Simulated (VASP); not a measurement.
Runs of VASP 6.6.1 on LiCl. The structure is that of space group I4/mmm (No. 139), or close to it. The cells are those of the table. 

| cell | gap on the mesh (eV) |
| --- | --- |
| a = 3.628, b = 3.628, c = 3.718 Å, angles 59.2, 59.2, 61.6°, 2 atoms | 5.82 |
| a = 3.632, b = 3.632, c = 3.446 Å, angles 61.7, 61.7, 56.6°, 2 atoms | 6.19 |
| a = 3.719, b = 3.719, c = 3.808 Å, angles 59.2, 59.2, 61.6°, 2 atoms | (b) |
| a = 3.632, b = 3.632, c = 3.808 Å, angles 58.4, 58.4, 63.2°, 2 atoms | 5.65 |
| a = 3.584, b = 3.584, c = 3.718 Å, angles 58.8, 58.8, 62.5°, 2 atoms | 5.94 |
| a = 3.675, b = 3.675, c = 3.808 Å, angles 58.8, 58.8, 62.4°, 2 atoms | 5.55 |
| a = 3.675, b = 3.675, c = 3.536 Å, angles 61.2, 61.2, 57.5°, 2 atoms | (a) |
| a = 3.584, b = 3.584, c = 3.446 Å, angles 61.3, 61.3, 57.5°, 2 atoms | 6.35 |
| a = 3.538, b = 3.538, c = 3.627 Å, angles 59.2, 59.2, 61.7°, 2 atoms | 6.26 |

Alike in all rows: task single point; level LDA; potentials or basis VASP PAW LDA potentials, release 64 (Li_sv, Cl); no spin polarisation; k mesh 8 × 8 × 8; cutoff (eV) 520; smearing gaussian 0.05 eV.

Problem. Estimate the missing entries.

Solution. (a) 5.91; (b) 5.44.

A k mesh can miss the band edges.
